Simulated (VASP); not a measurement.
Wanted: the native input for a VASP 6.6.1 run.

```yaml
Task: single point
Functional: PBE
Potentials_or_basis: VASP PAW PBE potentials, release 64 (Br, K_sv)
Cutoff: 520 eV
k_mesh: 7 × 7 × 7
Occupations: fermi-dirac, width 0.05 eV
Spin: no spin polarisation
Dipole_correction: no
Further_INCAR_settings: ALGO = Normal; EDIFF = 1e-06; NBANDS = 15
```

The structure of KBr lies in POSCAR:

```
KBr
1.0
    3.9888504225      0.0000000000      0.0000000000
    0.0000000000      3.9888504225      0.0000000000
    0.0000000000      0.0000000000      3.9888504225
Br K
1 1
Direct
    0.5000000000      0.5000000000      0.5000000000
    0.0000000000      0.0000000000      0.0000000000
```

This cell differs from its parent crystal: volume scaled by 0.96.

The input as run:

INCAR

```
SYSTEM = KBr
PREC = Accurate
ENCUT = 520
EDIFF = 1E-6
ISMEAR = -1
SIGMA = 0.05
LREAL = .FALSE.
LASPH = .TRUE.
NELM = 60
ALGO = Normal
ISIF = 2
LWAVE = .FALSE.
LCHARG = .FALSE.
GGA = PE
NBANDS = 15
```

KPOINTS

```
Automatic mesh
0
G
  7 7 7
  0 0 0
```

Potentials or basis: VASP PAW PBE potentials, release 64 (Br, K_sv).

Run with:

```sh
$ cat potpaw_PBE.64/Br/POTCAR potpaw_PBE.64/K_sv/POTCAR > POTCAR
$ mpirun -np 1 vasp_std > vasp.out
```

It gave:

```yaml
Pressure: 0.7 GPa
Band_gap_on_the_k_mesh: 4.02 eV, indirect (least direct gap 4.27 eV)
```

Run time: 13 s on 1 thread of Intel(R) Xeon(R) Platinum 8488C (Sapphire Rapids), with other jobs on the host, peak memory 0.17 GiB.
